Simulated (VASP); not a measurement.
Set up this calculation in VASP 6.6.1, as the native input.

| Quantity | Value |
| --- | --- |
| Task | relaxation of cell and atoms |
| Functional | PBE |
| Potentials or basis | VASP PAW PBE potentials, release 64 (Pb_d, S) |
| Cutoff | 600 eV |
| k mesh | 13 × 13 × 13 |
| Occupations | fermi-dirac, width 0.1 eV |
| Spin | no spin polarisation |
| Target pressure | 40 GPa |
| Dipole correction | no |
| Further INCAR settings | ALGO = Normal; EDIFF = 1e-07; IBRION = 2; EDIFFG = -0.005; NSW = 32; ISIF = 3 |

The structure of PbS (CsCl type) lies in POSCAR:

```
PbS
1.0
    3.2518329417      0.0000000000      0.0000000000
    0.0000000000      3.2518329417      0.0000000000
    0.0000000000      0.0000000000      3.2518329417
Pb S
1 1
Direct
    0.0000000000      0.0000000000      0.0000000000
    0.5000000000      0.5000000000      0.5000000000
```

The input as run:

INCAR

```
SYSTEM = PbS
ALGO = Normal ; EDIFF = 1E-7
EDIFFG = -0.005 ; ENCUT = 600
GGA = PE ; IBRION = 2
ISIF = 3 ; ISMEAR = -1
LASPH = .True. ; LCHARG = .False.
LREAL = .False. ; LWAVE = .False.
NELM = 100 ; NSW = 32
PREC = Accurate ; PSTRESS = 400.0
SIGMA = 0.1
```

KPOINTS

```
k-points
0
Gamma
  13 13 13
  0 0 0
```

Potentials or basis: VASP PAW PBE potentials, release 64 (Pb_d, S).

Launch:

```sh
$ cat potpaw_PBE.64/Pb_d/POTCAR potpaw_PBE.64/S/POTCAR > POTCAR
$ mpirun -np 1 vasp_std > vasp.out
```

Results of the run:

```
Pressure after relaxing : 40.0 GPa
Band gap on the k mesh  : zero (bands 10 and 11 overlap by 2.04 eV)
```

Caveat: the relaxation stopped at its first step, so nothing moved; the cell is relaxed towards a set pressure, so the run minimises the enthalpy, not the energy; spin-orbit coupling is left out, which moves the levels of the heavy elements.

Run time: 70 s on 1 thread of Intel Xeon 8259CL (shared host), peak memory 0.2 GiB.
